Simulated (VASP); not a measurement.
# C in VASP: single point with PBE+D3(BJ)

Aim: the single point of C with PBE+D3(BJ).

Program: VASP 6.6.1. These are calculated values, not measurements. Logs are shortened: lines on timing, memory, paths and dates and some standing lists are left out, and cuts for length are marked.

**1. The cell of the first run**

The cell holds a slab with vacuum, 4 atoms: a = 2.789 Å, b = 2.321 Å, c = 23.922 Å, α = 90.00°, β = 90.00°, γ = 126.93°.

**2. Single point, PBE+D3(BJ) (strain +0.1312 x Voigt [1, -1, 0, 0, 0, 0])**

Input file INCAR:

```
SYSTEM = C
ALGO = Normal
EDIFF = 1E-6
ENCUT = 600
GGA = PE
GGA_COMPAT = .False.
ISIF = 2
ISMEAR = 0
IVDW = 12
LASPH = .True.
LCHARG = .False.
LREAL = .False.
LWAVE = .False.
NBANDS = 16
NELM = 120
PREC = Accurate
SIGMA = 0.15
```

Input file KPOINTS:

```
k-points
0
Gamma
  24 24 2
  0 0 0
```

Input file POSCAR:

```
C
1.0
    2.7887109988      0.0000000000      0.0000000000
   -1.3943554994      1.8548746122      0.0000000000
    0.0000000000      0.0000000000     23.9222939139
C
4
Direct
    0.0000000000      0.0000000000      0.5711557753
    0.0000000000      0.0000000000      0.4288442247
    0.3333333333      0.6666666667      0.4288237756
    0.6666666667      0.3333333333      0.5711762244
```

Potentials or basis: VASP PAW PBE potentials, release 64 (C).

Run with:

```console
$ cat potpaw_PBE.64/C/POTCAR > POTCAR
$ mpirun -np 1 vasp_std > vasp.out
```

OUTCAR:

```text
SYSTEM = C
   EDIFF = 1E-6
   ENCUT = 600
   GGA = PE
   ISIF = 2
   ISMEAR = 0
   IVDW = 12
   LASPH = .True.
   LREAL = .False.
   NELM = 120
   PREC = Accurate
 IVDW          = 12

 ion  position               nearest neighbor table
   1  0.000  0.000  0.571-   4 1.24   4 1.53   4 1.53
   2  0.000  0.000  0.429-   3 1.24   3 1.53   3 1.53
   3  0.333  0.667  0.429-   2 1.24   2 1.53   2 1.53
   4  0.667  0.333  0.571-   1 1.24   1 1.53   1 1.53

  Warning from LATTYP: Monoclinic adjustment (A1->A3, A2->A1, A3->A2)!
  LATTYP: Found a base centered orthorhombic cell.
 ALAT       =     2.7887109988
 B/A-ratio  =     1.3302738168
 C/A-ratio  =     8.5782621162

  Lattice vectors:

 A1 = (   1.3943554994,  -1.8548746122,   0.0000000000)
 A2 = (   1.3943554994,   1.8548746122,   0.0000000000)
 A3 = (   0.0000000000,   0.0000000000,  23.9222939139)

Analysis of symmetry for initial positions (statically):
=====================================================================
 Subroutine PRICEL returns:
 Original cell was already a primitive cell.

 Routine SETGRP: Setting up the symmetry group for a
 base centered orthorhombic supercell.

 Subroutine GETGRP returns: Found  4 space group operations
 (whereof  4 operations were pure point group operations)
 out of a pool of  8 trial point group operations.

The static configuration has the point symmetry C_2h.

Analysis of symmetry for dynamics (positions and initial velocities):
=====================================================================
 Subroutine PRICEL returns:
 Original cell was already a primitive cell.

 Routine SETGRP: Setting up the symmetry group for a
 base centered orthorhombic supercell.

 Subroutine GETGRP returns: Found  4 space group operations
 (whereof  4 operations were pure point group operations)
 out of a pool of  8 trial point group operations.

The dynamic configuration has the point symmetry C_2h.

 Subroutine INISYM returns: Found  4 space group operations
 (whereof  4 operations are pure point group operations),
 and found     1 'primitive' translations

----------------------------------------------------------------------------------------

                                     Primitive cell

  volume of cell :     123.7431

  direct lattice vectors                    reciprocal lattice vectors
     2.788710999  0.000000000  0.000000000     0.358588610  0.269560000  0.000000000
    -1.394355499  1.854874612  0.000000000     0.000000000  0.539119999  0.000000000
     0.000000000  0.000000000 23.922293914     0.000000000  0.000000000  0.041802011

  length of vectors
     2.788710999  2.320514401 23.922293914     0.448607161  0.539119999  0.041802011

  position of ions in fractional coordinates (direct lattice)
     0.000000000  0.000000000  0.571155775
     0.000000000  0.000000000  0.428844225
     0.333333333  0.666666667  0.428823776
     0.666666667  0.333333333  0.571176224

  ion indices of the primitive-cell ions
   primitive index   ion index
                 1           1
                 2           2
                 3           3
                 4           4

----------------------------------------------------------------------------------------

 KPOINTS: k-points

Automatic generation of k-mesh.
 Grid dimensions read from file:
 generate k-points for:   24   24    2

 Generating k-lattice:

  Cartesian coordinates                     Fractional coordinates (reciprocal lattice)
     0.014941192  0.011231667  0.000000000     0.041666667 -0.000000000  0.000000000
     0.000000000  0.022463333  0.000000000     0.000000000  0.041666667  0.000000000
     0.000000000  0.000000000  0.020901006     0.000000000  0.000000000  0.500000000

  Length of vectors
     0.018691965  0.022463333  0.020901006

  Shift w.r.t. Gamma in fractional coordinates (k-lattice)
     0.000000000  0.000000000  0.000000000

 Subroutine IBZKPT returns following result:
 ===========================================

 Found    314 irreducible k-points:

 Following reciprocal coordinates:
            Coordinates               Weight
  0.000000  0.000000  0.000000      1.000000
  0.041667 -0.000000  0.000000      4.000000
  0.083333 -0.000000  0.000000      4.000000
  0.125000 -0.000000  0.000000      4.000000
  0.166667 -0.000000  0.000000      4.000000
  0.208333 -0.000000  0.000000      4.000000
[... 16 lines left out ...]
  0.375000  0.041667  0.000000      4.000000
  0.416667  0.041667  0.000000      4.000000
 [... further k-points ...]
   k-points           NKPTS =    314   k-points in BZ     NKDIM =    314   number of bands    NBANDS=     16
   number of dos      NEDOS =    301   number of ions     NIONS =      4
   total plane-waves  NPLWV =  92160
   dimension x,y,z NGX =    24 NGY =   20 NGZ =  192
   dimension x,y,z NGXF=    48 NGYF=   40 NGZF=  384
   ions per type =               4
   NGX,Y,Z   is equivalent  to a cutoff of  14.31, 14.33, 13.34 a.u.
   NGXF,Y,Z  is equivalent  to a cutoff of  28.61, 28.66, 26.69 a.u.
 SYSTEM =  C
   PREC   = accura    normal or accurate (medium, high low for compatibility)
   ISTART =      0    job   : 0-new  1-cont  2-samecut
   ICHARG =      2    charge: 1-file 2-atom 10-const
   ISPIN  =      1    spin polarized calculation?
   LNONCOLLINEAR =      F non collinear calculations
   LSORBIT =      F    spin-orbit coupling
   LASPH  =      T    aspherical Exc in radial PAW
   ENCUT  =  600.0 eV  44.10 Ry    6.64 a.u.   5.57  4.63 47.78*2*pi/ulx,y,z
   NELM   =    120;   NELMIN=  2; NELMDL= -5     # of ELM steps
   EDIFF  = 0.1E-05   stopping-criterion for ELM
   LREAL  =      F    real-space projection
   EDIFFG = 0.1E-04   stopping-criterion for IOM
   NSW    =      0    number of steps for IOM
   IBRION =     -1    ionic relax: 0-MD 1-quasi-New 2-CG
   NFREE  =      0    steps in history (QN), initial steepest desc. (CG)
   ISIF   =      2    stress and relaxation
   ISYM   =      2    0-nonsym 1-usesym 2-fastsym
   POTIM  = 0.5000    time-step for ionic-motion
   TEBEG  =    0.0;   TEEND  =   0.0 temperature during run
   PSTRESS=    0.0 pullay stress
   NELECT =      16.0000    total number of electrons
   NUPDOWN=      -1.0000    fix difference up-down
   EMIN   =  10.00;   EMAX   =-10.00  energy-range for DOS
   EFERMI =   0.00;   METHOD = LEGACY
   ISMEAR =     0;   SIGMA  =   0.15  broadening in eV -4-tet -1-fermi 0-gaus
   EFERMI_NEDOS =   21; number of points for ismear=-14 and -15
   IALGO  =     38    algorithm
   IMIX   =      4    mixing-type and parameters
     AMIX     =   0.40;   BMIX     =  1.00
     AMIX_MAG =   1.60;   BMIX_MAG =  1.00
  volume/ion in A,a.u.               =      30.94       208.76
  Fermi-wavevector in a.u.,A,eV,Ry     =   0.827830  1.564372  9.324108  0.685303
  Thomas-Fermi vector in A             =   1.940102
   LORBIT       =      0    0 simple, 1 ext, 2 COOP (PROOUT), +10 PAW based schemes
   GGA     = PE    functional components
   LHFCALC =     F    Hartree Fock is set to
   AEXX    =    0.0000 exact exchange contribution
   IVDW    =    12    specifies the selected vdW correction
   LEPSILON=     F    determine dielectric tensor
   LRPA    =     F    only Hartree local field effects (RPA)
 non-spin polarized calculation
 Gauss-broadening in eV      SIGMA  =   0.15
  energy-cutoff  :      600.00
  volume of cell :      123.74
 maximum number of plane-waves:      4213
   NGX = 11   NGY =  9   NGZ = 95

 number of electron      16.0000000 magnetization

 Free energy of the ion-electron system (eV)
  ---------------------------------------------------
  ext. energy  EPLUGINS =         0.00000000
  ---------------------------------------------------
  free energy    TOTEN  =       -33.27188809 eV

  energy without entropy =      -33.27145862  energy(sigma->0) =      -33.27167335

 E-fermi :  -1.0334     XC(G=0):  -3.2975

 val. band max:       -1.1513000336   @ k =   0.0833   0.4583   0.5000
 cond. band min:      -0.9089949810   @ k =   0.1667   0.4167   0.5000
 fundamental gap:      0.2423050525
 Fermi energy:        -1.0333709379

 k-point     1 :       0.0000    0.0000    0.0000
  band No.  band energies     occupation
      1     -21.4796      2.00000
      2     -21.3503      2.00000
      3      -9.8837      2.00000
      4      -8.9993      2.00000
      5      -4.9836      2.00000
      6      -4.9578      2.00000
[... 8 lines left out ...]
     15       4.3403      0.00000
     16       5.1517      0.00000

 k-point     2 :       0.0417   -0.0000    0.0000
  band No.  band energies     occupation
      1     -21.4427      2.00000
      2     -21.3138      2.00000
      3      -9.8388      2.00000
      4      -8.9559      2.00000
      5      -5.1079      2.00000
      6      -5.0846      2.00000
[... 8 lines left out ...]
     15       4.5376      0.00000
     16       5.2100      0.00000

 k-point     3 :       0.0833   -0.0000    0.0000
  band No.  band energies     occupation
      1     -21.3322      2.00000
      2     -21.2043      2.00000
      3      -9.7044      2.00000
      4      -8.8261      2.00000
      5      -5.5591      2.00000
      6      -5.5429      2.00000
[... 8 lines left out ...]
     15       4.9731      0.00000
     16       5.4005      0.00000

 k-point     4 :       0.1250   -0.0000    0.0000
  band No.  band energies     occupation
      1     -21.1485      2.00000
      2     -21.0223      2.00000
      3      -9.4816      2.00000
      4      -8.6114      2.00000
      5      -6.3688      2.00000
      6      -6.3482      2.00000
[... 8 lines left out ...]
     15       5.4514      0.00000
     16       5.7128      0.00000

 k-point     5 :       0.1667   -0.0000    0.0000
  band No.  band energies     occupation
      1     -20.8925      2.00000
      2     -20.7687      2.00000
      3      -9.1727      2.00000
      4      -8.3151      2.00000
      5      -7.3849      2.00000
      6      -7.3552      2.00000
[... 8 lines left out ...]
     15       5.8976      0.00000
     16       6.1435      0.00000

 k-point     6 :       0.2083   -0.0000    0.0000
  band No.  band energies     occupation
      1     -20.5655      2.00000
      2     -20.4447      2.00000
      3      -8.7840      2.00000
      4      -8.4918      2.00000
      5      -8.4471      2.00000
      6      -7.9340      2.00000
[... 8 lines left out ...]
     15       6.2958      0.00000
     16       6.5388      0.00000
[... 267 lines left out ...]
 k-point    21 :       0.2917    0.0417    0.0000
  band No.  band energies     occupation
      1     -19.3080      2.00000
      2     -19.2002      2.00000
      3     -11.4904      2.00000
      4     -11.4331      2.00000
      5      -7.2935      2.00000
      6      -6.5386      2.00000
[... 8 lines left out ...]
     15       6.8212      0.00000
     16       7.4704      0.00000

 k-point    22 :       0.3333    0.0417    0.0000
  band No.  band energies     occupation
      1     -18.7532      2.00000
      2     -18.6524      2.00000
      3     -12.5068      2.00000
      4     -12.4446      2.00000
      5      -6.6726      2.00000
      6      -5.9835      2.00000
[... 8 lines left out ...]
     15       7.5802      0.00000
     16       7.9397      0.00000

 k-point    23 :       0.3750    0.0417    0.0000
  band No.  band energies     occupation
      1     -18.1708      2.00000
      2     -18.0800      2.00000
      3     -13.4303      2.00000
      4     -13.3657      2.00000
      5      -6.0607      2.00000
      6      -5.9280      2.00000
[... 8 lines left out ...]
     15       8.2560      0.00000
     16       8.3859      0.00000

 k-point    24 :       0.4167    0.0417    0.0000
  band No.  band energies     occupation
      1     -17.6209      2.00000
      2     -17.5473      2.00000
      3     -14.1914      2.00000
      4     -14.1311      2.00000
      5      -6.0605      2.00000
      6      -6.0516      2.00000
[... 8 lines left out ...]
     15       8.7211      0.00000
     16       9.3639      0.00000

 [... further k-points ...]

------------------------ aborting loop because EDIFF is reached ----------------------------------------

 Edisp (eV)   -0.44173

 E8    (eV) :    -0.1323

  FORCE on cell =-STRESS in cart. coord.  units (eV):
  Direction    XX          YY          ZZ          XY          YZ          ZX
  --------------------------------------------------------------------------------------
  -------------------------------------------------------------------------------------
  Total     -17.11049    37.20159    -0.08162     0.00000    -0.05989     0.00000
  in kB    -221.54001   481.67179    -1.05672     0.00000    -0.77542     0.00000
  external pressure =       86.36 kB  Pullay stress =        0.00 kB

 VOLUME and BASIS-vectors are now :
 -----------------------------------------------------------------------------
  energy-cutoff  :      600.00
  volume of cell :      123.74
      direct lattice vectors                 reciprocal lattice vectors
     2.788710999  0.000000000  0.000000000     0.358588610  0.269560000  0.000000000
    -1.394355499  1.854874612  0.000000000     0.000000000  0.539119999  0.000000000
     0.000000000  0.000000000 23.922293914     0.000000000  0.000000000  0.041802011

 POSITION                                       TOTAL-FORCE (eV/Angst)
 -----------------------------------------------------------------------------------
      0.00000      0.00000     13.66336         0.000000      6.198815     -0.000138
      0.00000      0.00000     10.25894         0.000000     -6.198815      0.000138
     -0.00000      1.23658     10.25845        -0.000000      6.214729      0.000584
      1.39436      0.61829     13.66385         0.000000     -6.214729     -0.000584
 -----------------------------------------------------------------------------------
    total drift:                               -0.000000      0.000000      0.000000

  FREE ENERGIE OF THE ION-ELECTRON SYSTEM (eV)
  ---------------------------------------------------
  free  energy   TOTEN  =       -33.7136188095 eV

  energy  without entropy=      -33.7131893357  energy(sigma->0) =      -33.71340407
```

Run time: 28 min. Hardware: 1 thread of Oxide Virtual Turin-like, shared host; peak memory 0.67 GiB.

What came out:

| Quantity | Value |
| --- | --- |
| Free energy | -33.7136 eV |
| Largest force | 6.215 eV/Å |
| Dispersion energy per atom | -0.110 eV |

Forces in eV/Å, atoms in the order of the input:
```
C    0.000  6.199  0.000
C    0.000 -6.199  0.000
C    0.000  6.215  0.001
C    0.000 -6.215 -0.001
```

Caveat: the cell differs from its parent crystal (strain +0.1312 x Voigt [1, -1, 0, 0, 0, 0]); there is no dipole correction, which matters where the two faces differ.
